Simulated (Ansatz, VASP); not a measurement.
**Co: VASP beside Ansatz**

File INCAR:

```
SYSTEM = Co
PREC = Accurate ; ENCUT = 520
EDIFF = 1E-6 ; ISMEAR = -1
SIGMA = 0.1 ; LREAL = .False.
LASPH = .True. ; NELM = 150
ALGO = Normal ; ISIF = 2
LWAVE = .False. ; LCHARG = .False.
ISPIN = 2 ; MAGMOM = 1.8 1.8
LORBIT = 11 ; LMAXMIX = 4
GGA = PE ; NBANDS = 20
```

File KPOINTS:

```
Automatic mesh
0
Gamma
  15 15 8
  0 0 0
```

File POSCAR:

```
Co
1.0
    2.5403958891      0.0000000000      0.0000000000
   -1.2701979446      2.2000472769      0.0000000000
    0.0000000000      0.0000000000      4.1234574576
Co
2
Direct
    0.3333333333      0.6666666667      0.2500000000
    0.6666666667      0.3333333333      0.7500000000
```

Input for Ansatz:

```yaml
crystal:
  lattice:
    - [2.5403958891387126, 0.0, 0.0]
    - [-1.2701979445693563, 2.200047276932208, 0.0]
    - [0.0, 0.0, 4.1234574576077385]
  atoms:
    - { symbol: Co, position: [0.3333333333333333, 0.6666666666666666, 0.25], spin: 1.8 }
    - { symbol: Co, position: [0.6666666666666666, 0.3333333333333333, 0.75], spin: 1.8 }
basis:
  ecutwfc: 517.016338673772
kpoints:
  mp_grid:
    grid: [15, 15, 8]
hamiltonian:
  xc: pbe
magnetization:
  spin_polarized: true
scf:
  convergence:
    dr2_threshold: 1.0e-09
  occupations:
    method: fermi_dirac
```

Alike in both runs: task single point; functional PBE; k mesh 15 × 15 × 8; collinear spin.

|  | VASP | Ansatz |
| --- | --- | --- |
| version | VASP 6.6.1 | Ansatz 0.2.0 |
| potentials or method | VASP PAW PBE potentials, release 64 (Co), cutoff 520 eV | plane waves, PAW |
| occupations | fermi-dirac, width 0.1 eV | fermi-dirac |
| valence electrons in the cell | 18 | 34 |

|  | VASP | Ansatz | Ansatz less VASP |
| --- | --- | --- | --- |
| net moment per atom (μB) | 1.65 | 1.65 | +0.006 |
| size of the moment on the site where the two differ most (μB) | 1.68 | 1.73 | +0.057 |

Site moments also hang on the region over which each program counts them. VASP's potentials hold 18 valence electrons a cell and Ansatz's 34, so a difference there can come from the potentials and not from the codes.
